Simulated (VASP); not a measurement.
# Al2Cu (I4/mcm) in VASP: further runs, part 2 of 3

VASP 6.6.1.

## 3. Single point, PBEsol

This run uses another cell than the first one, of 12.52 Å³/atom, 1.011 times its volume.

File INCAR:

```
SYSTEM = Al2Cu
ALGO = Fast ; EDIFF = 1E-6
ENCUT = 520 ; GGA = PS
ISIF = 2 ; ISMEAR = 0
LASPH = .TRUE. ; LCHARG = .FALSE.
LREAL = .FALSE. ; LWAVE = .FALSE.
NBANDS = 26 ; NELM = 100
PREC = Accurate ; SIGMA = 0.15
```

File KPOINTS:

```
k-points
0
G
  10 10 10
  0 0 0
```

File POSCAR:

```
Al2Cu
1.0
   -2.8467000000      2.8467000000      2.3172500000
    2.8467000000     -2.8467000000      2.3172500000
    2.8467000000      2.8467000000     -2.3172500000
Al Cu
4 2
Direct
    0.1593210787      0.6593210787      0.8186421574
    0.6593210787      0.8406789213      0.5000000000
    0.8406789213      0.3406789213      0.1813578426
    0.3406789213      0.1593210787      0.5000000000
    0.7500000000      0.7500000000      0.0000000000
    0.2500000000      0.2500000000      0.0000000000
```

Potentials or basis: VASP PAW PBE potentials, release 64 (Al, Cu).

On the command line:

```
> cat potpaw_PBE.64/Al/POTCAR potpaw_PBE.64/Cu/POTCAR > POTCAR
> mpirun -np 1 vasp_std > vasp.out
```

OUTCAR:

```text
SYSTEM = Al2Cu
   EDIFF = 1E-6
   ENCUT = 520
   GGA = PS
   ISIF = 2
   ISMEAR = 0
   LASPH = .TRUE.
   LREAL = .FALSE.
   NELM = 100
   PREC = Accurate

 ion  position               nearest neighbor table
   1  0.159  0.659  0.819-   5 2.43   6 2.43   5 2.43   6 2.43   3 2.57   3 2.74   3 2.74   4 2.94
                             2 2.94   2 2.94   4 2.94   4 3.03   2 3.03   2 3.03   4 3.03
   2  0.659  0.841  0.500-   6 2.43   5 2.43   5 2.43   6 2.43   4 2.57   4 2.74   4 2.74   3 2.94
                             1 2.94   1 2.94   3 2.94   1 3.03   3 3.03   1 3.03   3 3.03
   3  0.841  0.341  0.181-   5 2.43   6 2.43   5 2.43   6 2.43   1 2.57   1 2.74   1 2.74   2 2.94
                             4 2.94   4 2.94   2 2.94   4 3.03   2 3.03   4 3.03   2 3.03
   4  0.341  0.159  0.500-   5 2.43   6 2.43   6 2.43   5 2.43   2 2.57   2 2.74   2 2.74   3 2.94
                             1 2.94   1 2.94   3 2.94   1 3.03   3 3.03   3 3.03   1 3.03
   5  0.750  0.750  0.000-   6 2.32   6 2.32   4 2.43   2 2.43   4 2.43   2 2.43   1 2.43   3 2.43
                             3 2.43   1 2.43
   6  0.250  0.250  0.000-   5 2.32   5 2.32   2 2.43   4 2.43   2 2.43   4 2.43   3 2.43   1 2.43
                             1 2.43   3 2.43

  LATTYP: Found a body centered tetragonal cell.
 ALAT       =     5.6934000000
 C/A-ratio  =     0.8140127165

  Lattice vectors:

 A1 = (  -2.8467000000,   2.8467000000,   2.3172500000)
 A2 = (   2.8467000000,  -2.8467000000,   2.3172500000)
 A3 = (   2.8467000000,   2.8467000000,  -2.3172500000)

Analysis of symmetry for initial positions (statically):
=====================================================================
 Subroutine PRICEL returns:
 Original cell was already a primitive cell.

 Routine SETGRP: Setting up the symmetry group for a
 body centered tetragonal supercell.

 Subroutine GETGRP returns: Found 16 space group operations
 (whereof  8 operations were pure point group operations)
 out of a pool of 16 trial point group operations.

The static configuration has the point symmetry C_4h.
 The point group associated with its full space group is D_4h.

[... 146 lines left out ...]
   GGA     = PS    functional components
   LHFCALC =     F    Hartree Fock is set to
   AEXX    =    0.0000 exact exchange contribution
   IVDW    =     0    specifies the selected vdW correction
   LEPSILON=     F    determine dielectric tensor
   LRPA    =     F    only Hartree local field effects (RPA)
 non-spin polarized calculation
 RMM-DIIS sequential band-by-band and
 Gauss-broadening in eV      SIGMA  =   0.15
  energy-cutoff  :      520.00
  volume of cell :       75.11
 maximum number of plane-waves:      2049
   NGX = 17   NGY = 17   NGZ = 17

 number of electron      33.9999974 magnetization

 Free energy of the ion-electron system (eV)
  ---------------------------------------------------
  ext. energy  EPLUGINS =         0.00000000
  ---------------------------------------------------
  free energy    TOTEN  =       -25.31203182 eV

  energy without entropy =      -25.29431694  energy(sigma->0) =      -25.30317438

 E-fermi :   9.9730     XC(G=0): -11.7084

 val. band max:        9.9621099689   @ k =   0.5000   0.4000   0.0000
 cond. band min:       9.9799444158   @ k =   0.3000   0.3000   0.2000
 fundamental gap:      0.0178344469
 Fermi energy:         9.9729820883

 k-point     1 :       0.0000    0.0000    0.0000
  band No.  band energies     occupation
      1      -2.1010      2.00000
      2       3.7611      2.00000
      3       3.8746      2.00000
      4       3.8746      2.00000
      5       3.9078      2.00000
      6       4.9980      2.00000
[... 685 lines left out ...]
     25      17.8277      0.00000
     26      17.9373      0.00000

 [... further k-points ...]

------------------------ aborting loop because EDIFF is reached ----------------------------------------

  FORCE on cell =-STRESS in cart. coord.  units (eV):
  Direction    XX          YY          ZZ          XY          YZ          ZX
  --------------------------------------------------------------------------------------
  -------------------------------------------------------------------------------------
  Total       10.6020804     10.6020804      9.6851528      0.0000000     -0.0000000      0.0000000
  in kB      226.1441680    226.1441680    206.5859463      0.0000000     -0.0000000      0.0000000
  external PRESSURE =     219.6247608 kB  Pullay stress =       0.0000000 kB

 VOLUME and BASIS-vectors are now :
 -----------------------------------------------------------------------------
  energy-cutoff  :      520.00
  volume of cell :       75.11
      direct lattice vectors                 reciprocal lattice vectors
    -2.846700000  2.846700000  2.317250000     0.000000000  0.175641971  0.215773007
     2.846700000 -2.846700000  2.317250000     0.175641971  0.000000000  0.215773007
     2.846700000  2.846700000 -2.317250000     0.175641971  0.175641971  0.000000000

 POSITION                                       TOTAL-FORCE (eV/Angst)
 -----------------------------------------------------------------------------------
      3.75378      0.90708      0.00000        -0.071497     -0.071497      0.000000
      1.93962      0.90708      2.31725         0.071497     -0.071497     -0.000000
     -0.90708      1.93962      2.31725         0.071497      0.071497      0.000000
      0.90708      1.93962      0.00000        -0.071497      0.071497      0.000000
      0.00000      0.00000      3.47588        -0.000000     -0.000000      0.000000
      0.00000      0.00000      1.15863        -0.000000     -0.000000      0.000000
 -----------------------------------------------------------------------------------
    total drift:                                0.000000      0.000000      0.000000

  FREE ENERGIE OF THE ION-ELECTRON SYSTEM (eV)
  ---------------------------------------------------
  free  energy   TOTEN  =       -25.3120318184 eV

  energy  without entropy=      -25.2943169421  energy(sigma->0) =      -25.30317438
```

OSZICAR:

```text
N       E                     dE             d eps       ncg     rms          rms(c)
DAV:   1     0.194710270047E+03    0.19471E+03   -0.13940E+04  5304   0.155E+03
DAV:   2    -0.174282716055E+02   -0.21214E+03   -0.19960E+03  5320   0.302E+02
DAV:   3    -0.309238373201E+02   -0.13496E+02   -0.12699E+02  6672   0.954E+01
DAV:   4    -0.313105189723E+02   -0.38668E+00   -0.38511E+00  8018   0.148E+01
DAV:   5    -0.313149878793E+02   -0.44689E-02   -0.44681E-02  8060   0.162E+00    0.237E+01
RMM:   6    -0.360246086743E+02   -0.47096E+01   -0.11308E+02  6486   0.144E+02    0.194E+01
RMM:   7    -0.255172011951E+02    0.10507E+02   -0.33553E+01  5767   0.807E+01    0.271E+00
RMM:   8    -0.253624898646E+02    0.15471E+00   -0.19816E+00  5993   0.200E+01    0.125E+00
RMM:   9    -0.253176840544E+02    0.44806E-01   -0.35817E-01  6218   0.279E+00    0.649E-01
RMM:  10    -0.253138018820E+02    0.38822E-02   -0.60465E-02  6640   0.328E+00    0.282E-01
RMM:  11    -0.253125078051E+02    0.12941E-02   -0.11069E-02  7269   0.882E-01    0.220E-01
RMM:  12    -0.253119735588E+02    0.53425E-03   -0.45342E-03  6616   0.822E-01    0.938E-02
RMM:  13    -0.253120230578E+02   -0.49499E-04   -0.19006E-03  7512   0.391E-01    0.300E-02
RMM:  14    -0.253120704329E+02   -0.47375E-04   -0.35105E-04  6824   0.195E-01    0.608E-02
RMM:  15    -0.253120275518E+02    0.42881E-04   -0.29780E-04  6650   0.210E-01    0.203E-02
RMM:  16    -0.253120300163E+02   -0.24645E-05   -0.96021E-05  7406   0.791E-02    0.182E-02
RMM:  17    -0.253120317651E+02   -0.17488E-05   -0.16546E-05  6654   0.230E-02    0.275E-02
RMM:  18    -0.253120318184E+02   -0.53276E-07   -0.20592E-06  4474   0.144E-02
   1 F= -.25312032E+02 E0= -.25303174E+02  d E =-.177149E-01
```

stdout:

```text
POSCAR found type information on POSCAR AlCu
 POSCAR found :  2 types and       6 ions
 scaLAPACK will be used
 -----------------------------------------------------------------------------
|                                                                             |
|                                                                             |
|     You enforced a specific xc type in the INCAR file but a different       |
|     I HOPE YOU KNOW WHAT YOU ARE DOING!                                     |
|                                                                             |
 -----------------------------------------------------------------------------

 LDA part: xc-table for (Slater+PW92), standard interpolation
 POSCAR, INCAR and KPOINTS ok, starting setup
 FFT: planning ... GRIDC
 FFT: planning ... GRID_SOFT
 FFT: planning ... GRID
 WAVECAR not read
 entering main loop
```

Wall time 1.8 min (1 thread of Intel Xeon 6975P-C (Granite Rapids), shared host); peak memory 0.32 GiB.

Results:

```
Free energy            : -25.3120 eV
Pressure               : 22.0 GPa
Largest force          : 0.101 eV/Å
Band gap on the k mesh : zero (band 17 reaches 12.77 eV, above the bottom of band 18 at 8.03 eV)
```

Forces on the atoms (eV/Å):
```
Al  -0.071 -0.071  0.000
Al   0.071 -0.071  0.000
Al   0.071  0.071  0.000
Al  -0.071  0.071  0.000
Cu   0.000  0.000  0.000
Cu   0.000  0.000  0.000
```

Levels at points of the mesh, in eV from the Fermi level:
| k point | band 15 | band 16 | band 17 | band 18 | band 19 | band 20 |
| --- | --- | --- | --- | --- | --- | --- |
| (0.00, 0.00, 0.00) | -1.81 | -1.59 | -1.59 | -1.05 | -0.14 | 0.32 |
| (0.50, 0.00, 0.00) | -2.92 | -2.92 | 0.29 | 0.29 | 4.39 | 4.39 |
| (0.50, 0.50, 0.00) | -1.75 | -1.56 | -0.75 | -0.66 | 1.03 | 1.61 |
| (0.50, 0.50, 0.50) | -3.77 | -2.05 | 2.79 | 2.96 | 2.96 | 3.71 |

Caveat: the PAW data sets were made with another functional, which shifts forces and pressure a little.

## 4. Single point, PBEsol

This run uses another cell than the first one, of 12.65 Å³/atom, 1.021 times its volume.

File INCAR:

```
ALGO = Fast
EDIFF = 1E-7
ENCUT = 520
GGA = PS
ISIF = 2
ISMEAR = 0
LASPH = T
LCHARG = F
LREAL = F
LWAVE = F
NBANDS = 26
NELM = 80
PREC = Accurate
SIGMA = 0.15
```

File KPOINTS:

```
k-points
0
Gamma
  10 10 10
```

POSCAR: that of step 3 with these lines changed.

```diff
@@ -2,5 +2,5 @@
 1.0
-   -2.8467000000      2.8467000000      2.3172500000
-    2.8467000000     -2.8467000000      2.3172500000
-    2.8467000000      2.8467000000     -2.3172500000
+   -2.8467000000      2.8467000000      2.3414000000
+    2.8467000000     -2.8467000000      2.3414000000
+    2.8467000000      2.8467000000     -2.3414000000
 Al Cu
```

Potentials or basis: VASP PAW PBE potentials, release 64 (Al, Cu).

On the command line:

```
> cat potpaw_PBE.64/Al/POTCAR potpaw_PBE.64/Cu/POTCAR > POTCAR
> mpirun -np 1 vasp_std > vasp.out
```

OUTCAR:

```text
EDIFF = 1E-7
   ENCUT = 520
   GGA = PS
   ISIF = 2
   ISMEAR = 0
   LASPH = T
   LREAL = F
   NELM = 80
   PREC = Accurate

 ion  position               nearest neighbor table
   1  0.159  0.659  0.819-   5 2.44   6 2.44   5 2.44   6 2.44   3 2.57   3 2.76   3 2.76   4 2.96
                             2 2.96   2 2.96   4 2.96   4 3.03   2 3.03   2 3.03   4 3.03
   2  0.659  0.841  0.500-   6 2.44   6 2.44   5 2.44   5 2.44   4 2.57   4 2.76   4 2.76   3 2.96
                             1 2.96   1 2.96   3 2.96   1 3.03   3 3.03   1 3.03   3 3.03
   3  0.841  0.341  0.181-   5 2.44   6 2.44   5 2.44   6 2.44   1 2.57   1 2.76   1 2.76   2 2.96
                             4 2.96   4 2.96   2 2.96   4 3.03   2 3.03   4 3.03   2 3.03
[... 913 lines left out ...]
  Total       10.0784354     10.0784354      8.1466830      0.0000000     -0.0000000      0.0000000
  in kB      212.7574078    212.7574078    171.9778016      0.0000000     -0.0000000      0.0000000
  external PRESSURE =     199.1642057 kB  Pullay stress =       0.0000000 kB

 VOLUME and BASIS-vectors are now :
 -----------------------------------------------------------------------------
  energy-cutoff  :      520.00
  volume of cell :       75.90
      direct lattice vectors                 reciprocal lattice vectors
    -2.846700000  2.846700000  2.341400000     0.000000000  0.175641971  0.213547450
     2.846700000 -2.846700000  2.341400000     0.175641971  0.000000000  0.213547450
     2.846700000  2.846700000 -2.341400000     0.175641971  0.175641971  0.000000000

 POSITION                                       TOTAL-FORCE (eV/Angst)
 -----------------------------------------------------------------------------------
      3.75378      0.90708      0.00000        -0.030462     -0.030462      0.000000
      1.93962      0.90708      2.34140         0.030462     -0.030462     -0.000000
     -0.90708      1.93962      2.34140         0.030462      0.030462     -0.000000
      0.90708      1.93962      0.00000        -0.030462      0.030462      0.000000
      0.00000      0.00000      3.51210        -0.000000     -0.000000     -0.000000
      0.00000      0.00000      1.17070        -0.000000     -0.000000     -0.000000
 -----------------------------------------------------------------------------------
    total drift:                                0.000000      0.000000      0.000000

  FREE ENERGIE OF THE ION-ELECTRON SYSTEM (eV)
  ---------------------------------------------------
  free  energy   TOTEN  =       -25.4044892579 eV

  energy  without entropy=      -25.3869780072  energy(sigma->0) =      -25.39573363
```

OSZICAR:

```text
N       E                     dE             d eps       ncg     rms          rms(c)
DAV:   1     0.194218863465E+03    0.19422E+03   -0.13925E+04  5304   0.155E+03
DAV:   2    -0.179828360110E+02   -0.21220E+03   -0.19975E+03  5324   0.301E+02
DAV:   3    -0.310040563768E+02   -0.13021E+02   -0.12296E+02  6762   0.935E+01
[... 15 lines left out ...]
RMM:  19    -0.254044897060E+02    0.36571E-06   -0.41676E-07  5164   0.496E-03    0.157E-02
RMM:  20    -0.254044895950E+02    0.11104E-06   -0.10015E-07  3896   0.358E-03    0.126E-02
RMM:  21    -0.254044893913E+02    0.20363E-06   -0.43791E-08  3762   0.215E-03    0.465E-03
RMM:  22    -0.254044892861E+02    0.10524E-06   -0.27555E-08  3660   0.173E-03    0.113E-03
RMM:  23    -0.254044892579E+02    0.28202E-07   -0.14953E-08  3597   0.124E-03
   1 F= -.25404489E+02 E0= -.25395734E+02  d E =-.175113E-01
```

stdout:

```text
POSCAR found type information on POSCAR AlCu
 POSCAR found :  2 types and       6 ions
 scaLAPACK will be used
 -----------------------------------------------------------------------------
|                                                                             |
|                                                                             |
|     You enforced a specific xc type in the INCAR file but a different       |
|     I HOPE YOU KNOW WHAT YOU ARE DOING!                                     |
|                                                                             |
 -----------------------------------------------------------------------------

 LDA part: xc-table for (Slater+PW92), standard interpolation
 POSCAR, INCAR and KPOINTS ok, starting setup
 FFT: planning ... GRIDC
 FFT: planning ... GRID_SOFT
 FFT: planning ... GRID
 WAVECAR not read
 entering main loop
```

Wall time 2.2 min (1 thread of Intel Xeon 6975P-C (Granite Rapids), shared host); peak memory 0.32 GiB.

What came out:

| Property | Result |
| --- | --- |
| Free energy | -25.4045 eV |
| Pressure | 19.9 GPa |
| Largest force | 0.043 eV/Å |
| Band gap on the k mesh | zero (band 17 reaches 12.56 eV, above the bottom of band 18 at 7.96 eV) |

Forces in eV/Å, atoms in the order of the input:
```
Al  -0.030 -0.030  0.000
Al   0.030 -0.030  0.000
Al   0.030  0.030  0.000
Al  -0.030  0.030  0.000
Cu   0.000  0.000  0.000
Cu   0.000  0.000  0.000
```

Levels at points of the mesh, in eV from the Fermi level:
```tsv
k point	band 15	band 16	band 17	band 18	band 19	band 20
(0.00, 0.00, 0.00)	-1.85	-1.59	-1.59	-1.04	-0.12	0.29
(0.50, 0.00, 0.00)	-2.88	-2.88	0.34	0.34	4.33	4.33
(0.50, 0.50, 0.00)	-1.65	-1.51	-0.81	-0.68	1.10	1.68
(0.50, 0.50, 0.50)	-3.75	-2.08	2.73	2.96	2.96	3.73
```

Caveat: the PAW data sets were made with another functional, which shifts forces and pressure a little.

(Continued in part 3 of 3.)
